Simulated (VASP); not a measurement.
Set up this calculation in VASP 6.6.1, as the native input.

```yaml
Task: single point
Functional: PBE
Potentials_or_basis: VASP PAW PBE potentials, release 64 (B, As)
Cutoff: 520 eV
k_mesh: 7 × 7 × 7
Occupations: gaussian, width 0.01 eV
Spin: no spin polarisation
Dipole_correction: no
Further_INCAR_settings: ALGO = Normal; EDIFF = 1e-06; NBANDS = 11
```

The structure of BAs lies in POSCAR:

```
BAs
1.0
    0.0000000000      2.4043183418      2.4043183418
    2.4043183418      0.0000000000      2.4043183418
    2.4043183418      2.4043183418      0.0000000000
B As
1 1
Direct
    0.0000000000      0.0000000000      0.0000000000
    0.2500000000      0.2500000000      0.2500000000
```

One way to write it, as run:

INCAR

```
SYSTEM = BAs
  PREC = Accurate
  ENCUT = 520
  EDIFF = 1E-6
  ISMEAR = 0
  SIGMA = 0.01
  LREAL = .FALSE.
  LASPH = .TRUE.
  NELM = 80
  ALGO = Normal
  ISIF = 2
  LWAVE = .FALSE.
  LCHARG = .TRUE.
  GGA = PE
  LELF = .TRUE.
  LVHAR = .TRUE.
  NBANDS = 11
```

KPOINTS

```
regular mesh
0
G
  7 7 7
  0 0 0
```

Potentials or basis: VASP PAW PBE potentials, release 64 (B, As).

The run is started by

```sh
$ cat potpaw_PBE.64/B/POTCAR potpaw_PBE.64/As/POTCAR > POTCAR
$ mpirun -np 1 vasp_std > vasp.out
```

Results of the run:

```
Pressure               : 0.7 GPa
Band gap on the k mesh : 1.22 eV, indirect (least direct gap 3.25 eV)
```

Run time: 16 s on 1 thread of Intel Xeon 8259CL, on a shared host, peak memory 0.15 GiB.
